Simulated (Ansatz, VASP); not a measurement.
## Two plane-wave programs on ZnS

INCAR

```
SYSTEM = ZnS
  ALGO = Normal
  EDIFF = 1E-6
  ENCUT = 520
  ISIF = 2
  ISMEAR = 0
  LASPH = .True.
  LCHARG = .False.
  LREAL = .False.
  LWAVE = .False.
  NBANDS = 16
  NELM = 100
  PREC = Accurate
  SIGMA = 0.01
```

KPOINTS

```
k-points
0
Gamma
  10 10 10
  0 0 0
```

Contents of POSCAR:

```
ZnS
1.0
    0.0000000000      2.6305700417      2.6305700417
    2.6305700417      0.0000000000      2.6305700417
    2.6305700417      2.6305700417      0.0000000000
Zn S
1 1
Direct
    0.0000000000      0.0000000000      0.0000000000
    0.7500000000      0.7500000000      0.7500000000
```

Input for Ansatz:

```yaml
crystal:
  lattice:
    - [0.0, 2.6305700417, 2.6305700417]
    - [2.6305700417, 0.0, 2.6305700417]
    - [2.6305700417, 2.6305700417, 0.0]
  atoms:
    - { symbol: Zn, position: [0.0, 0.0, 0.0] }
    - { symbol: S, position: [0.75, 0.75, 0.75] }
basis:
  ecutwfc: 420
kpoints:
  mp_grid: { grid: [10, 10, 10] }
hamiltonian:
  xc: lda
scf:
  occupations: { method: fixed }
output:
  forces: true
  stress: true
  eigenvalues: true
```

Alike in both runs: task single point; functional LDA; k mesh 10 × 10 × 10; no spin polarisation.

|  | VASP | Ansatz |
| --- | --- | --- |
| version | VASP 6.6.1 | Ansatz 0.2.0 |
| potentials or method | VASP PAW LDA potentials, release 64 (Zn, S), cutoff 520 eV | scalar-relativistic, plane waves, PAW |
| occupations | gaussian, width 0.01 eV | fixed |
| valence electrons in the cell | 18 | 18 |

Ansatz gave:

```
gap on the k mesh at the Fermi level (eV) : 2.22
least direct gap on the mesh (eV)         : 2.22
pressure (GPa)                            : 1.8
```

Q: What did VASP give for the same quantities?

A: gap on the k mesh at the Fermi level (eV): 2.25; least direct gap on the mesh (eV): 2.25; pressure (GPa): 2.1.

LDA's correlation is that of Perdew and Zunger in VASP and of Perdew and Wang (1992) in Ansatz.
